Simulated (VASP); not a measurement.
# TaAs (Fm-3m) in VASP: a series of runs

Runs on TaAs. Level: PBEsol. Tasks: single point, relaxation of cell and atoms.

Program: VASP 6.6.1. These are calculated values, not measurements. Logs are shortened: lines on timing, memory, paths and dates and some standing lists are left out, and cuts for length are marked.

**1. The cell of the first run**

It takes space group Fm-3m (No. 225, cubic). Conventional cell: a = 5.205 Å, b = 5.205 Å, c = 5.205 Å, α = 90.00°, β = 90.00°, γ = 90.00°. Within 3.4 Å of Ta (site symmetry m-3m) lie 6 As at 2.60 Å. Within 3.4 Å of As (site symmetry m-3m) lie 6 Ta at 2.60 Å.

**2. Single point, PBEsol**

INCAR reads:

```
PREC = Accurate ; ENCUT = 520
EDIFF = 1E-6 ; ISMEAR = 0
SIGMA = 0.1 ; LREAL = False
LASPH = True ; NELM = 100
ALGO = Normal ; ISIF = 2
LWAVE = False ; LCHARG = True
GGA = PS ; LELF = True
LVHAR = True ; NBANDS = 15
```

KPOINTS reads:

```
regular mesh
0
Gamma
  14 14 14
```

POSCAR reads:

```
TaAs
1.0
    0.0000000000      2.6025331159      2.6025331159
    2.6025331159      0.0000000000      2.6025331159
    2.6025331159      2.6025331159      0.0000000000
Ta As
1 1
Direct
    0.5000000000      0.5000000000      0.5000000000
    0.0000000000      0.0000000000      0.0000000000
```

Potentials or basis: VASP PAW PBE potentials, release 64 (Ta_pv, As).

On the command line:

```bash
$ cat potpaw_PBE.64/Ta_pv/POTCAR potpaw_PBE.64/As/POTCAR > POTCAR
$ mpirun -np 1 vasp_std > vasp.out
```

OUTCAR:

```text
PREC = Accurate
   ENCUT = 520
   EDIFF = 1E-6
   ISMEAR = 0
   LREAL = False
   LASPH = True
   NELM = 100
   ISIF = 2
   GGA = PS

 ion  position               nearest neighbor table
   1  0.500  0.500  0.500-   2 2.60   2 2.60   2 2.60   2 2.60   2 2.60   2 2.60
   2  0.000  0.000  0.000-   1 2.60   1 2.60   1 2.60   1 2.60   1 2.60   1 2.60

  LATTYP: Found a face centered cubic cell.
 ALAT       =     5.2050662318

  Lattice vectors:

 A1 = (   0.0000000000,   2.6025331159,   2.6025331159)
 A2 = (   2.6025331159,   0.0000000000,   2.6025331159)
 A3 = (   2.6025331159,   2.6025331159,   0.0000000000)

Analysis of symmetry for initial positions (statically):
=====================================================================
 Subroutine PRICEL returns:
 Original cell was already a primitive cell.

 Routine SETGRP: Setting up the symmetry group for a
 face centered cubic supercell.

 Subroutine GETGRP returns: Found 48 space group operations
[... 9 lines left out ...]

 Routine SETGRP: Setting up the symmetry group for a
 face centered cubic supercell.

 Subroutine GETGRP returns: Found 48 space group operations
[... 11 lines left out ...]
                                     Primitive cell

  volume of cell :      35.2548

  direct lattice vectors                    reciprocal lattice vectors
     0.000000000  2.602533116  2.602533116    -0.192120514  0.192120514  0.192120514
     2.602533116  0.000000000  2.602533116     0.192120514 -0.192120514  0.192120514
     2.602533116  2.602533116  0.000000000     0.192120514  0.192120514 -0.192120514

  length of vectors
     3.680537629  3.680537629  3.680537629     0.332762491  0.332762491  0.332762491

  position of ions in fractional coordinates (direct lattice)
     0.500000000  0.500000000  0.500000000
     0.000000000  0.000000000  0.000000000

  ion indices of the primitive-cell ions
   primitive index   ion index
                 1           1
                 2           2

----------------------------------------------------------------------------------------

 KPOINTS: regular mesh

Automatic generation of k-mesh.
 Grid dimensions read from file:
 generate k-points for:   14   14   14

 Generating k-lattice:

  Cartesian coordinates                     Fractional coordinates (reciprocal lattice)
    -0.013722894  0.013722894  0.013722894     0.071428571  0.000000000  0.000000000
     0.013722894 -0.013722894  0.013722894     0.000000000  0.071428571  0.000000000
     0.013722894  0.013722894 -0.013722894     0.000000000  0.000000000  0.071428571

  Length of vectors
     0.023768749  0.023768749  0.023768749

  Shift w.r.t. Gamma in fractional coordinates (k-lattice)
     0.000000000  0.000000000  0.000000000

 Subroutine IBZKPT returns following result:
 ===========================================

 Found    104 irreducible k-points:

 Following reciprocal coordinates:
            Coordinates               Weight
  0.000000  0.000000  0.000000      1.000000
  0.071429  0.000000  0.000000      8.000000
  0.142857  0.000000  0.000000      8.000000
  0.214286  0.000000  0.000000      8.000000
  0.285714  0.000000  0.000000      8.000000
  0.357143  0.000000  0.000000      8.000000
[... 16 lines left out ...]
  0.214286  0.142857  0.000000     24.000000
  0.285714  0.142857  0.000000     24.000000
 [... further k-points ...]
   k-points           NKPTS =    104   k-points in BZ     NKDIM =    104   number of bands    NBANDS=     15
   number of dos      NEDOS =    301   number of ions     NIONS =      2
   total plane-waves  NPLWV =  21952
   dimension x,y,z NGX =    28 NGY =   28 NGZ =   28
   dimension x,y,z NGXF=    56 NGYF=   56 NGZF=   56
   ions per type =               1   1
   NGX,Y,Z   is equivalent  to a cutoff of  12.65, 12.65, 12.65 a.u.
   NGXF,Y,Z  is equivalent  to a cutoff of  25.29, 25.29, 25.29 a.u.
 SYSTEM =  unknown system
   PREC   = accura    normal or accurate (medium, high low for compatibility)
   ISTART =      0    job   : 0-new  1-cont  2-samecut
   ICHARG =      2    charge: 1-file 2-atom 10-const
   ISPIN  =      1    spin polarized calculation?
   LNONCOLLINEAR =      F non collinear calculations
   LSORBIT =      F    spin-orbit coupling
   LASPH  =      T    aspherical Exc in radial PAW
   ENCUT  =  520.0 eV  38.22 Ry    6.18 a.u.   6.84  6.84  6.84*2*pi/ulx,y,z
   NELM   =    100;   NELMIN=  2; NELMDL= -5     # of ELM steps
   EDIFF  = 0.1E-05   stopping-criterion for ELM
   LREAL  =      F    real-space projection
   EDIFFG = 0.1E-04   stopping-criterion for IOM
   NSW    =      0    number of steps for IOM
   IBRION =     -1    ionic relax: 0-MD 1-quasi-New 2-CG
   NFREE  =      0    steps in history (QN), initial steepest desc. (CG)
   ISIF   =      2    stress and relaxation
   ISYM   =      2    0-nonsym 1-usesym 2-fastsym
   POTIM  = 0.5000    time-step for ionic-motion
   TEBEG  =    0.0;   TEEND  =   0.0 temperature during run
   PSTRESS=    0.0 pullay stress
   NELECT =      16.0000    total number of electrons
   NUPDOWN=      -1.0000    fix difference up-down
   EMIN   =  10.00;   EMAX   =-10.00  energy-range for DOS
   EFERMI =   0.00;   METHOD = LEGACY
   ISMEAR =     0;   SIGMA  =   0.10  broadening in eV -4-tet -1-fermi 0-gaus
   EFERMI_NEDOS =   21; number of points for ismear=-14 and -15
   IALGO  =     38    algorithm
   IMIX   =      4    mixing-type and parameters
     AMIX     =   0.40;   BMIX     =  1.00
     AMIX_MAG =   1.60;   BMIX_MAG =  1.00
  volume/ion in A,a.u.               =      17.63       118.96
  Fermi-wavevector in a.u.,A,eV,Ry     =   1.258081  2.377428 21.534859  1.582768
  Thomas-Fermi vector in A             =   2.391708
   LORBIT       =      0    0 simple, 1 ext, 2 COOP (PROOUT), +10 PAW based schemes
   GGA     = PS    functional components
   LHFCALC =     F    Hartree Fock is set to
   AEXX    =    0.0000 exact exchange contribution
   IVDW    =     0    specifies the selected vdW correction
   LEPSILON=     F    determine dielectric tensor
   LRPA    =     F    only Hartree local field effects (RPA)
 non-spin polarized calculation
 Gauss-broadening in eV      SIGMA  =   0.10
  energy-cutoff  :      520.00
  volume of cell :       35.25
 maximum number of plane-waves:       966
   NGX = 13   NGY = 13   NGZ = 13

 number of electron      16.0000000 magnetization

 Free energy of the ion-electron system (eV)
  ---------------------------------------------------
  ext. energy  EPLUGINS =         0.00000000
  ---------------------------------------------------
  free energy    TOTEN  =       -17.68356350 eV

  energy without entropy =      -17.67619419  energy(sigma->0) =      -17.67987884

 E-fermi :   7.4298     XC(G=0): -11.9301

 val. band max:        7.4264013226   @ k =  -0.2857   0.3571   0.1429
 cond. band min:       7.4312795325   @ k =   0.0714   0.0714   0.0000
 fundamental gap:      0.0048782099
 Fermi energy:         7.4297763747

 k-point     1 :       0.0000    0.0000    0.0000
  band No.  band energies     occupation
      1     -28.0644      2.00000
      2     -28.0644      2.00000
      3     -28.0644      2.00000
      4      -7.0781      2.00000
      5       5.7050      2.00000
      6       5.7050      2.00000
      7       5.7050      2.00000
      8       6.4852      2.00000
      9       6.4852      2.00000
     10       7.0020      2.00000
     11       7.0020      2.00000
     12       7.0020      2.00000
     13      11.4366      0.00000
     14      14.6988      0.00000
     15      20.2217      0.00000

 k-point     2 :       0.0714    0.0000    0.0000
  band No.  band energies     occupation
      1     -28.0720      2.00000
      2     -28.0650      2.00000
      3     -28.0650      2.00000
      4      -6.9881      2.00000
      5       5.2065      2.00000
      6       5.4778      2.00000
      7       5.4778      2.00000
      8       6.0071      2.00000
      9       6.0071      2.00000
     10       7.0450      2.00000
     11       7.9139      0.00000
     12       7.9139      0.00000
     13      11.9293      0.00000
     14      14.9120      0.00000
     15      20.1987      0.00000

 k-point     3 :       0.1429    0.0000    0.0000
  band No.  band energies     occupation
      1     -28.0931      2.00000
      2     -28.0667      2.00000
      3     -28.0667      2.00000
      4      -6.7237      2.00000
      5       4.1179      2.00000
      6       4.6787      2.00000
      7       4.6787      2.00000
      8       6.1700      2.00000
      9       6.1700      2.00000
     10       7.1092      1.99999
     11       9.1579      0.00000
     12       9.1579      0.00000
     13      13.0299      0.00000
     14      15.4166      0.00000
     15      18.8278      0.00000

 k-point     4 :       0.2143    0.0000    0.0000
  band No.  band energies     occupation
      1     -28.1234      2.00000
      2     -28.0691      2.00000
      3     -28.0691      2.00000
      4      -6.3015      2.00000
      5       2.8669      2.00000
      6       3.9423      2.00000
      7       3.9423      2.00000
      8       6.5532      2.00000
      9       6.5532      2.00000
     10       7.2264      1.99598
     11      10.4797      0.00000
     12      10.4797      0.00000
     13      13.8931      0.00000
     14      15.8168      0.00000
     15      18.3213      0.00000

 k-point     5 :       0.2857    0.0000    0.0000
  band No.  band energies     occupation
      1     -28.1567      2.00000
      2     -28.0717      2.00000
      3     -28.0717      2.00000
      4      -5.7533      2.00000
      5       1.6364      2.00000
      6       3.3534      2.00000
      7       3.3534      2.00000
      8       7.0580      2.00000
      9       7.0580      2.00000
     10       7.4628      0.64061
     11      11.8056      0.00000
     12      11.8056      0.00000
     13      13.2508      0.00000
     14      16.8616      0.00000
     15      16.9503      0.00000

 k-point     6 :       0.3571    0.0000    0.0000
  band No.  band energies     occupation
      1     -28.1865      2.00000
      2     -28.0741      2.00000
      3     -28.0741      2.00000
      4      -5.1376      2.00000
      5       0.5293      2.00000
      6       2.9265      2.00000
      7       2.9265      2.00000
      8       7.6115      0.01017
      9       7.6115      0.01017
     10       7.8580      0.00000
     11      11.9858      0.00000
     12      13.0022      0.00000
     13      13.0022      0.00000
     14      15.7912      0.00000
     15      15.7912      0.00000

 k-point     7 :       0.4286    0.0000    0.0000
  band No.  band energies     occupation
      1     -28.2070      2.00000
      2     -28.0758      2.00000
      3     -28.0758      2.00000
      4      -4.5778      2.00000
      5      -0.3233      2.00000
      6       2.6682      2.00000
      7       2.6682      2.00000
      8       8.0837      0.00000
      9       8.0837      0.00000
     10       8.3975      0.00000
     11      10.8226      0.00000
[... 226 lines left out ...]
      4      -6.5280      2.00000
      5       3.5146      2.00000
      6       4.1803      2.00000
      7       4.3661      2.00000
      8       6.0974      2.00000
      9       6.6320      2.00000
     10       7.5213      0.19569
     11       8.7974      0.00000
     12      10.3426      0.00000
     13      13.7182      0.00000
     14      15.7114      0.00000
     15      17.7764      0.00000

 k-point    21 :      -0.0714    0.0714    0.0000
  band No.  band energies     occupation
      1     -28.0820      2.00000
      2     -28.0696      2.00000
      3     -28.0644      2.00000
      4      -6.8412      2.00000
      5       4.6047      2.00000
      6       4.9209      2.00000
      7       4.9441      2.00000
      8       5.8496      2.00000
      9       6.3589      2.00000
     10       7.6504      0.00180
     11       7.6947      0.00018
     12       9.0405      0.00000
     13      12.6473      0.00000
     14      15.2338      0.00000
     15      19.1539      0.00000

 k-point    22 :       0.1429    0.1429    0.0000
  band No.  band energies     occupation
      1     -28.0891      2.00000
      2     -28.0742      2.00000
      3     -28.0742      2.00000
      4      -6.6260      2.00000
      5       3.4356      2.00000
      6       5.0385      2.00000
      7       5.0385      2.00000
      8       5.2052      2.00000
      9       6.6768      2.00000
     10       8.2326      0.00000
     11       8.2326      0.00000
     12       8.9669      0.00000
     13      14.0404      0.00000
     14      15.7595      0.00000
     15      18.4143      0.00000

 k-point    23 :       0.2143    0.1429    0.0000
  band No.  band energies     occupation
      1     -28.1087      2.00000
      2     -28.0788      2.00000
      3     -28.0765      2.00000
      4      -6.3414      2.00000
      5       2.7015      2.00000
      6       4.3576      2.00000
      7       4.6789      2.00000
      8       5.4520      2.00000
      9       6.8513      2.00000
     10       8.2504      0.00000
     11       8.9155      0.00000
     12       9.8756      0.00000
     13      15.1362      0.00000
     14      16.2091      0.00000
     15      16.9207      0.00000

 k-point    24 :       0.2857    0.1429    0.0000
  band No.  band energies     occupation
      1     -28.1365      2.00000
      2     -28.0827      2.00000
      3     -28.0789      2.00000
      4      -5.9266      2.00000
      5       1.9459      2.00000
      6       3.5966      2.00000
      7       4.1218      2.00000
      8       5.8134      2.00000
      9       7.2644      1.98069
     10       8.2470      0.00000
     11       9.8058      0.00000
     12      11.1144      0.00000
     13      14.6524      0.00000
     14      16.3260      0.00000
     15      16.9522      0.00000

 [... further k-points ...]
[... 5 lines left out ...]
  --------------------------------------------------------------------------------------
  -------------------------------------------------------------------------------------
  Total        0.1398364      0.1398364      0.1398364      0.0000000     -0.0000000      0.0000000
  in kB        6.3549504      6.3549504      6.3549504      0.0000000     -0.0000000      0.0000000
  external PRESSURE =       6.3549504 kB  Pullay stress =       0.0000000 kB

 VOLUME and BASIS-vectors are now :
 -----------------------------------------------------------------------------
  energy-cutoff  :      520.00
  volume of cell :       35.25
      direct lattice vectors                 reciprocal lattice vectors
     0.000000000  2.602533116  2.602533116    -0.192120514  0.192120514  0.192120514
     2.602533116  0.000000000  2.602533116     0.192120514 -0.192120514  0.192120514
     2.602533116  2.602533116  0.000000000     0.192120514  0.192120514 -0.192120514

 POSITION                                       TOTAL-FORCE (eV/Angst)
 -----------------------------------------------------------------------------------
      2.60253      2.60253      2.60253         0.000000      0.000000      0.000000
      0.00000      0.00000      0.00000        -0.000000     -0.000000      0.000000
 -----------------------------------------------------------------------------------
    total drift:                                0.000000      0.000000      0.000000

  FREE ENERGIE OF THE ION-ELECTRON SYSTEM (eV)
  ---------------------------------------------------
  free  energy   TOTEN  =       -17.6835634984 eV

  energy  without entropy=      -17.6761941889  energy(sigma->0) =      -17.67987884
```

It took 45 s on 1 thread of Intel Xeon 6975P-C, shared host; peak memory 0.2 GiB.

What came out:

| Quantity | Value |
| --- | --- |
| Free energy | -17.6836 eV |
| Pressure | 0.6 GPa |
| Band gap on the k mesh | zero (band 8 reaches 8.28 eV, above the bottom of band 9 at 6.01 eV) |

Caveat: the PAW data sets were made with another functional, which shifts forces and pressure a little; spin-orbit coupling is left out, which moves the levels of the heavy elements.

(Continued in part 2 of 2.)
